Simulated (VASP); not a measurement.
Input of a VASP 6.6.1 run:

File INCAR:

```
SYSTEM = TiAl3
PREC = Accurate ; ENCUT = 520
EDIFF = 1E-6 ; ISMEAR = 0
SIGMA = 0.15 ; LREAL = .FALSE.
LASPH = .TRUE. ; NELM = 80
ALGO = Fast ; ISIF = 2
LWAVE = .FALSE. ; LCHARG = .TRUE.
GGA = CA ; LELF = .TRUE.
LVHAR = .TRUE. ; NBANDS = 18
```

Contents of KPOINTS:

```
regular mesh
0
G
  16 16 16
  0 0 0
```

Contents of POSCAR:

```
TiAl3
1.0
   -1.8523036365      1.8523036365      3.9422578296
    1.8523036365     -1.8523036365      3.9422578296
    1.8523036365      1.8523036365     -3.9422578296
Ti Al
1 3
Direct
    0.0000000000      0.0000000000      0.0000000000
    0.5000000000      0.5000000000      0.0000000000
    0.7500000000      0.2500000000      0.5000000000
    0.2500000000      0.7500000000      0.5000000000
```

Potentials or basis: VASP PAW LDA potentials, release 64 (Ti_sv, Al).

Launch:

```console
$ cat potpaw_LDA.64/Ti_sv/POTCAR potpaw_LDA.64/Al/POTCAR > POTCAR
$ mpirun -np 1 vasp_std > vasp.out
```

(1) What does it give for the pressure?

(2) Predict the band gap on the k mesh.

Results:

(1) 16.9 GPa.

(2) zero (an odd number of electrons rules out a gap without spin polarisation).

Caveat: the stress differs along the axes, from 13 to 25 GPa.
